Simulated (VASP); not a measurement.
**W: single point with LDA**

Crystal: W.

```
W
1.0
     0.00000    2.03000    2.03000
     2.03000    0.00000    2.03000
     2.03000    2.03000    0.00000
W
1
Direct
  0.00000 0.00000 0.00000
```

```yaml
Program: VASP 6.6.1
Task: single point
Functional: LDA
Potentials_or_basis: VASP PAW LDA potentials, release 64 (W_sv)
Cutoff: 520 eV
k_mesh: 20 × 20 × 20
Occupations: gaussian, width 0.15 eV
Spin: no spin polarisation
```

```
Pressure               : -16.5 GPa
Band gap on the k mesh : zero (band 7 reaches 13.17 eV, above the bottom of band 8 at 9.53 eV)
```

Levels at points of the mesh, in eV from the Fermi level:
| k point | band 5 | band 6 | band 7 | band 8 | band 9 | band 10 |
| --- | --- | --- | --- | --- | --- | --- |
| (0.00, 0.00, 0.00) | -8.80 | -0.56 | -0.56 | -0.56 | 2.45 | 2.45 |
| (0.50, 0.00, 0.00) | -5.46 | -0.78 | -0.78 | 0.74 | 4.88 | 4.88 |
| (0.50, 0.50, 0.00) | -5.34 | -4.39 | 3.09 | 4.82 | 5.60 | 5.60 |

It took 40 s on 1 thread of Intel Xeon 8259CL, on a shared host, peak memory 0.17 GiB.

Caveat: spin-orbit coupling is left out, which moves the levels of the heavy elements.
